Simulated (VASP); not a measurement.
Wanted: the native input for a VASP 6.6.1 run.

```
Task                   : single point
Functional             : PBE
Potentials or basis    : VASP PAW PBE potentials, release 64 (Fe, O)
Cutoff                 : 600 eV
k mesh                 : 6 × 6 × 4
Occupations            : fermi-dirac, width 0.1 eV
Spin                   : collinear spin, antiferromagnetic start
Starting moments       : [4.0, -4.0, 0.0, 0.0] μB
Hubbard terms          : Fe d U = 8.0 eV
Dipole correction      : no
Further INCAR settings : ALGO = Normal; EDIFF = 1e-06; NBANDS = 26
```

The structure of FeO lies in POSCAR:

```
FeO
1.0
    2.9500000000      0.0000000000      0.0000000000
   -1.4750000000      2.5547750000      0.0000000000
    0.0000000000      0.0000000000      5.2000000000
Fe O
2 2
Direct
    0.0000000000      0.0000000000      0.0000000000
    0.0000000000      0.0000000000      0.5000000000
    0.3333330000      0.6666670000      0.2500000000
    0.6666670000      0.3333330000      0.7500000000
```

One way to write it, as run:

INCAR

```
SYSTEM = FeO
PREC = Accurate
ENCUT = 600
EDIFF = 1E-6
ISMEAR = -1
SIGMA = 0.1
LREAL = .FALSE.
LASPH = .TRUE.
NELM = 200
ALGO = Normal
ISIF = 2
LWAVE = .FALSE.
LCHARG = .FALSE.
ISPIN = 2
MAGMOM = 4 -4 0 0
LORBIT = 11
LMAXMIX = 4
LDAU = .TRUE.
LDAUTYPE = 2
LDAUL = 2 -1
LDAUU = 8 0
LDAUJ = 0 0
LDAUPRINT = 1
GGA = PE
NBANDS = 26
GGA_COMPAT = .FALSE.
```

KPOINTS

```
Automatic mesh
0
G
  6 6 4
  0 0 0
```

Potentials or basis: VASP PAW PBE potentials, release 64 (Fe, O).

Command:

```console
$ cat potpaw_PBE.64/Fe/POTCAR potpaw_PBE.64/O/POTCAR > POTCAR
$ mpirun -np 1 vasp_std > vasp.out
```

It gave:

```json
{
  "Pressure": "10.6 GPa",
  "Band gap on the k mesh": "3.11 eV, indirect (least direct gap 3.72 eV)",
  "Net moment": "0.00 μB per cell",
  "Site moments": "Fe +3.89, -3.89; O +0.00 μB",
  "Valence electrons inside the program's atomic spheres": "Fe 6.95; O 5.04"
}
```

It took 97 s on 1 thread of Intel Xeon 8259CL (shared host), peak memory 0.2 GiB.
